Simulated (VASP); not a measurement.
# Ir (P6_3/mmc) in VASP: further runs

Ir is run at these levels: LDA; tasks: single point.

Program: VASP 6.6.1. These are calculated values, not measurements. Logs are shortened: lines on timing, memory, paths and dates and some standing lists are left out, and cuts for length are marked.

### 1 The cell of the first run

It takes space group P6_3/mmc (No. 194, hexagonal). The conventional cell has a = 2.732 Å, b = 2.732 Å, c = 4.737 Å, α = 90.00°, β = 90.00°, γ = 120.00°. Within 3.6 Å of Ir (site symmetry -6m2) lie 12 Ir at 2.73 to 2.85 Å.

### 2 Single point, LDA

INCAR reads:

```
PREC = Accurate ; ENCUT = 500
EDIFF = 1E-6 ; ISMEAR = 0
SIGMA = 0.15 ; LREAL = F
LASPH = T ; NELM = 120
ALGO = Normal ; ISIF = 2
LWAVE = F ; LCHARG = F
NBANDS = 16 ; GGA_COMPAT = F
```

KPOINTS reads:

```
Automatic mesh
0
Gamma
  18 18 10
```

POSCAR reads:

```
Ir
1.0
    2.7323000000      0.0000000000      0.0000000000
   -1.3661500000      2.3662412107      0.0000000000
    0.0000000000      0.0000000000      4.7371000000
Ir
2
Direct
    0.6666666667      0.3333333333      0.7500000000
    0.3333333333      0.6666666667      0.2500000000
```

Potentials or basis: VASP PAW LDA potentials, release 64 (Ir).

On the command line:

```sh
$ cat potpaw_LDA.64/Ir/POTCAR > POTCAR
$ mpirun -np 1 vasp_std > vasp.out
```

OUTCAR:

```text
PREC = Accurate
   ENCUT = 500
   EDIFF = 1E-6
   ISMEAR = 0
   LREAL = F
   LASPH = T
   NELM = 120
   ISIF = 2

 ion  position               nearest neighbor table
   1  0.667  0.333  0.750-   2 2.85   2 2.85   2 2.85   2 2.85   2 2.85   2 2.85
   2  0.333  0.667  0.250-   1 2.85   1 2.85   1 2.85   1 2.85   1 2.85   1 2.85

  LATTYP: Found a hexagonal cell.
 ALAT       =     2.7323000000
 C/A-ratio  =     1.7337408045

  Lattice vectors:

 A1 = (   2.7323000000,   0.0000000000,   0.0000000000)
 A2 = (  -1.3661500000,   2.3662412107,   0.0000000000)
 A3 = (   0.0000000000,   0.0000000000,   4.7371000000)

Analysis of symmetry for initial positions (statically):
=====================================================================
 Subroutine PRICEL returns:
 Original cell was already a primitive cell.

 Routine SETGRP: Setting up the symmetry group for a
 hexagonal supercell.

 Subroutine GETGRP returns: Found 24 space group operations
 (whereof 12 operations were pure point group operations)
 out of a pool of 24 trial point group operations.

The static configuration has the point symmetry D_3d.
 The point group associated with its full space group is D_6h.

Analysis of symmetry for dynamics (positions and initial velocities):
=====================================================================
 Subroutine PRICEL returns:
 Original cell was already a primitive cell.

 Routine SETGRP: Setting up the symmetry group for a
 hexagonal supercell.

 Subroutine GETGRP returns: Found 24 space group operations
 (whereof 12 operations were pure point group operations)
 out of a pool of 24 trial point group operations.

The dynamic configuration has the point symmetry D_3d.
 The point group associated with its full space group is D_6h.

 Subroutine INISYM returns: Found 24 space group operations
 (whereof 12 operations are pure point group operations),
 and found     1 'primitive' translations

----------------------------------------------------------------------------------------

                                     Primitive cell

  volume of cell :      30.6267

  direct lattice vectors                    reciprocal lattice vectors
     2.732300000  0.000000000  0.000000000     0.365992021  0.211305592  0.000000000
    -1.366150000  2.366241211  0.000000000     0.000000000  0.422611184  0.000000000
     0.000000000  0.000000000  4.737100000     0.000000000  0.000000000  0.211099618

  length of vectors
     2.732300000  2.732300000  4.737100000     0.422611184  0.422611184  0.211099618
[... 76 lines left out ...]
   LNONCOLLINEAR =      F non collinear calculations
   LSORBIT =      F    spin-orbit coupling
   LASPH  =      T    aspherical Exc in radial PAW
   ENCUT  =  500.0 eV  36.75 Ry    6.06 a.u.   4.98  4.98  8.64*2*pi/ulx,y,z
   NELM   =    120;   NELMIN=  2; NELMDL= -5     # of ELM steps
   EDIFF  = 0.1E-05   stopping-criterion for ELM
   LREAL  =      F    real-space projection
   EDIFFG = 0.1E-04   stopping-criterion for IOM
   NSW    =      0    number of steps for IOM
   IBRION =     -1    ionic relax: 0-MD 1-quasi-New 2-CG
   NFREE  =      0    steps in history (QN), initial steepest desc. (CG)
   ISIF   =      2    stress and relaxation
   ISYM   =      2    0-nonsym 1-usesym 2-fastsym
   POTIM  = 0.5000    time-step for ionic-motion
   TEBEG  =    0.0;   TEEND  =   0.0 temperature during run
   PSTRESS=    0.0 pullay stress
   NELECT =      18.0000    total number of electrons
   NUPDOWN=      -1.0000    fix difference up-down
   EMIN   =  10.00;   EMAX   =-10.00  energy-range for DOS
   EFERMI =   0.00;   METHOD = LEGACY
   ISMEAR =     0;   SIGMA  =   0.15  broadening in eV -4-tet -1-fermi 0-gaus
   EFERMI_NEDOS =   21; number of points for ismear=-14 and -15
   IALGO  =     38    algorithm
   IMIX   =      4    mixing-type and parameters
     AMIX     =   0.40;   BMIX     =  1.00
     AMIX_MAG =   1.60;   BMIX_MAG =  1.00
  volume/ion in A,a.u.               =      15.31       103.34
  Fermi-wavevector in a.u.,A,eV,Ry     =   1.371300  2.591380 25.585247  1.880463
  Thomas-Fermi vector in A             =   2.497009
   LORBIT       =      0    0 simple, 1 ext, 2 COOP (PROOUT), +10 PAW based schemes
   GGA     = CA    functional components
   LHFCALC =     F    Hartree Fock is set to
   AEXX    =    0.0000 exact exchange contribution
   IVDW    =     0    specifies the selected vdW correction
   LEPSILON=     F    determine dielectric tensor
   LRPA    =     F    only Hartree local field effects (RPA)
 non-spin polarized calculation
 Gauss-broadening in eV      SIGMA  =   0.15
  energy-cutoff  :      500.00
  volume of cell :       30.63
 maximum number of plane-waves:       825
 NGX is ok and might be reduce to    20
   NGX =  9   NGY =  9   NGZ = 17

 number of electron      18.0000001 magnetization

 Free energy of the ion-electron system (eV)
  ---------------------------------------------------
  ext. energy  EPLUGINS =         0.00000000
  ---------------------------------------------------
  free energy    TOTEN  =       -20.17370741 eV

  energy without entropy =      -20.14408053  energy(sigma->0) =      -20.15889397

 E-fermi :   8.9830     XC(G=0): -13.6813

 val. band max:        8.9811955183   @ k =   0.3889   0.1667   0.2000
 cond. band min:       8.9870995642   @ k =   0.3333   0.1111   0.4000
 fundamental gap:      0.0059040459
 Fermi energy:         8.9830093927

 k-point     1 :       0.0000    0.0000    0.0000
  band No.  band energies     occupation
      1      -1.3104      2.00000
      2       1.4728      2.00000
      3       4.9635      2.00000
      4       5.6543      2.00000
      5       5.6543      2.00000
      6       6.0995      2.00000
[... 433 lines left out ...]
      3       3.0477      2.00000
      4       5.5007      2.00000
      5       5.6255      2.00000
      6       5.8208      2.00000
[... 8 lines left out ...]
     15      19.0667      0.00000
     16      21.8136      0.00000

 [... further k-points ...]
[... 5 lines left out ...]
  --------------------------------------------------------------------------------------
  -------------------------------------------------------------------------------------
  Total       -4.1028710     -4.1028710     -7.4437783      0.0000000      0.0000000      0.0000000
  in kB     -214.6339908   -214.6339908   -389.4072798      0.0000000      0.0000000      0.0000000
  external PRESSURE =    -272.8917538 kB  Pullay stress =       0.0000000 kB

 VOLUME and BASIS-vectors are now :
 -----------------------------------------------------------------------------
  energy-cutoff  :      500.00
  volume of cell :       30.63
      direct lattice vectors                 reciprocal lattice vectors
     2.732300000  0.000000000  0.000000000     0.365992021  0.211305592  0.000000000
    -1.366150000  2.366241211  0.000000000     0.000000000  0.422611184  0.000000000
     0.000000000  0.000000000  4.737100000     0.000000000  0.000000000  0.211099618

 POSITION                                       TOTAL-FORCE (eV/Angst)
 -----------------------------------------------------------------------------------
      1.36615      0.78875      3.55282         0.000000     -0.000000      0.000000
     -0.00000      1.57749      1.18427         0.000000      0.000000      0.000000
 -----------------------------------------------------------------------------------
    total drift:                               -0.000000      0.000000     -0.000000

  FREE ENERGIE OF THE ION-ELECTRON SYSTEM (eV)
  ---------------------------------------------------
  free  energy   TOTEN  =       -20.1737074074 eV

  energy  without entropy=      -20.1440805251  energy(sigma->0) =      -20.15889397
```

It took 54 s on 1 thread of Intel Xeon Platinum 8488C (Sapphire Rapids), shared host; peak memory 0.2 GiB.

What came out:

| Item | Value |
| --- | --- |
| Free energy | -20.1737 eV |
| Pressure | -27.3 GPa |
| Band gap on the k mesh | zero (band 9 reaches 10.22 eV, above the bottom of band 10 at 6.96 eV) |

Levels at points of the mesh, in eV from the Fermi level:
```
           k point  band 6  band 7  band 8  band 9  band 10  band 11  band 12  band 13
(0.00, 0.00, 0.00)   -2.88   -2.88   -1.52   -1.52    -1.04     0.37     0.37     5.56
(0.50, 0.00, 0.00)   -2.89   -2.72    0.67    1.09     1.34     2.90     4.37     7.77
(0.00, 0.00, 0.50)   -3.33   -3.33   -3.33   -0.29    -0.29    -0.29    -0.29    12.45
(0.50, 0.00, 0.50)   -1.55   -0.68   -0.68    1.23     1.23     1.97     1.97     7.33
```

Caveat: spin-orbit coupling is left out, which moves the levels of the heavy elements.

### 3 Single point, LDA

This run uses another cell than the first one, of 15.53 Å³/atom, 1.014 times its volume.

INCAR reads:

```
SYSTEM = Ir
PREC = Accurate ; ENCUT = 500
EDIFF = 1E-6 ; ISMEAR = 0
SIGMA = 0.15 ; LREAL = .False.
LASPH = .True. ; NELM = 120
ALGO = Normal ; ISIF = 2
LWAVE = .False. ; LCHARG = .True.
GGA = CA ; LELF = .True.
LVHAR = .True. ; NBANDS = 16
GGA_COMPAT = .False.
```

KPOINTS reads:

```
regular mesh
0
Gamma
  18 18 10
  0 0 0
```

POSCAR reads:

```
Ir
1.0
    2.7864000000      0.0000000000      0.0000000000
   -1.3932000000      2.4130931851      0.0000000000
    0.0000000000      0.0000000000      4.6202000000
Ir
2
Direct
    0.6666666667      0.3333333333      0.7500000000
    0.3333333333      0.6666666667      0.2500000000
```

Potentials or basis: VASP PAW LDA potentials, release 64 (Ir).

On the command line:

```sh
$ cat potpaw_LDA.64/Ir/POTCAR > POTCAR
$ mpirun -np 1 vasp_std > vasp.out
```

Run time: 51 s. Hardware: 1 thread of Intel Xeon Platinum 8488C (Sapphire Rapids), shared host; peak memory 0.2 GiB.

The run converged. Its results:

- Free energy: -20.1584 eV
- Pressure: -32.0 GPa
- Band gap on the k mesh: zero (band 9 reaches 9.74 eV, above the bottom of band 10 at 6.77 eV)

Stress tensor (GPa, compression positive):
```
-29.94   0.00   0.00
  0.00 -29.94   0.00
  0.00   0.00 -35.98
```

Levels at points of the mesh, in eV from the Fermi level:
```
           k point  band 5  band 6  band 7  band 8  band 9  band 10  band 11  band 12  band 13  band 14
(0.00, 0.00, 0.00)   -3.31   -2.79   -2.79   -1.88   -1.88    -0.69     0.27     0.27     5.97    14.54
(0.50, 0.00, 0.00)   -3.18   -2.90   -2.70    0.75    0.75     1.06     2.72     4.09     7.66     9.45
(0.00, 0.00, 0.50)   -3.38   -3.38   -3.38   -3.38   -0.40    -0.40    -0.40    -0.40    13.12    13.12
(0.50, 0.00, 0.50)   -1.74   -1.74   -0.73   -0.73    0.93     0.93     1.92     1.92     6.95     6.95
```

Caveat: spin-orbit coupling is left out, which moves the levels of the heavy elements.

[end of part 1 of 2]
